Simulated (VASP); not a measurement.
Wanted: the native input for a VASP 6.6.1 run.

| Quantity | Value |
| --- | --- |
| Task | density of states |
| Functional | PBEsol |
| Potentials or basis | VASP PAW PBE potentials, release 64 (Tl_d, F, Na_pv, P) |
| Cutoff | 520 eV |
| k mesh | 5 × 5 × 5 |
| Occupations | fermi-dirac, width 0.1 eV |
| Spin | no spin polarisation |
| Dipole correction | no |
| k mesh for the DOS | 8 × 8 × 8 |
| Occupations for the DOS | tetrahedron |
| Further INCAR settings | ALGO = Normal; EDIFF = 1e-06 |

NaTl2PF6:

```
CELL_PARAMETERS angstrom
0.00000 4.31912 4.31912
4.31912 0.00000 4.31912
4.31912 4.31912 0.00000
ATOMIC_POSITIONS crystal
Tl 0.25000 0.25000 0.25000
Tl 0.75000 0.75000 0.75000
F 0.76500 0.23500 0.23500
F 0.23500 0.76500 0.23500
F 0.23500 0.76500 0.76500
F 0.76500 0.23500 0.76500
F 0.23500 0.23500 0.76500
F 0.76500 0.76500 0.23500
Na 0.50000 0.50000 0.50000
P 0.00000 0.00000 0.00000
```

One way to write it, as run:

POSCAR

```
NaTl2PF6
1.0
    0.0000000000      4.3191200000      4.3191200000
    4.3191200000      0.0000000000      4.3191200000
    4.3191200000      4.3191200000      0.0000000000
Tl F Na P
2 6 1 1
Direct
    0.2500000000      0.2500000000      0.2500000000
    0.7500000000      0.7500000000      0.7500000000
    0.7650000000      0.2350000000      0.2350000000
    0.2350000000      0.7650000000      0.2350000000
    0.2350000000      0.7650000000      0.7650000000
    0.7650000000      0.2350000000      0.7650000000
    0.2350000000      0.2350000000      0.7650000000
    0.7650000000      0.7650000000      0.2350000000
    0.5000000000      0.5000000000      0.5000000000
    0.0000000000      0.0000000000      0.0000000000
```

INCAR.step1

```
  ALGO = Normal
  EDIFF = 1E-6
  ENCUT = 520
  GGA = PS
  ISIF = 2
  ISMEAR = -1
  LASPH = True
  LCHARG = True
  LREAL = False
  LWAVE = False
  NBANDS = 51
  NELM = 80
  PREC = Accurate
  SIGMA = 0.1
```

KPOINTS.step1

```
k-points
0
Gamma
  5 5 5
```

INCAR.step2

```
  ALGO = Normal
  EDIFF = 1E-6
  ENCUT = 520
  GGA = PS
  ICHARG = 11
  ISIF = 2
  ISMEAR = -5
  LASPH = True
  LCHARG = False
  LORBIT = 10
  LREAL = False
  LWAVE = False
  NEDOS = 2001
  NELM = 80
  PREC = Accurate
  SIGMA = 0.1
```

KPOINTS.step2

```
k-points
0
Gamma
  8 8 8
```

Potentials or basis: VASP PAW PBE potentials, release 64 (Tl_d, F, Na_pv, P).

Launch:

```sh
$ cat potpaw_PBE.64/Tl_d/POTCAR potpaw_PBE.64/F/POTCAR potpaw_PBE.64/Na_pv/POTCAR potpaw_PBE.64/P/POTCAR > POTCAR
$ cp INCAR.step1 INCAR
$ cp KPOINTS.step1 KPOINTS
$ mpirun -np 1 vasp_std > vasp.out
$ cp INCAR.step2 INCAR
$ cp KPOINTS.step2 KPOINTS
$ mpirun -np 1 vasp_std > vasp.out
```

Results of the run:

The valence electrons inside the program's atomic spheres are Tl 11.07; F 6.04; Na 6.04; P 2.05.

Caveat: spin-orbit coupling is left out, which moves the levels of the heavy elements.

Run time: 3.6 min on 1 thread of Intel(R) Xeon(R) Platinum 8488C (Sapphire Rapids), on a shared host, peak memory 0.41 GiB.
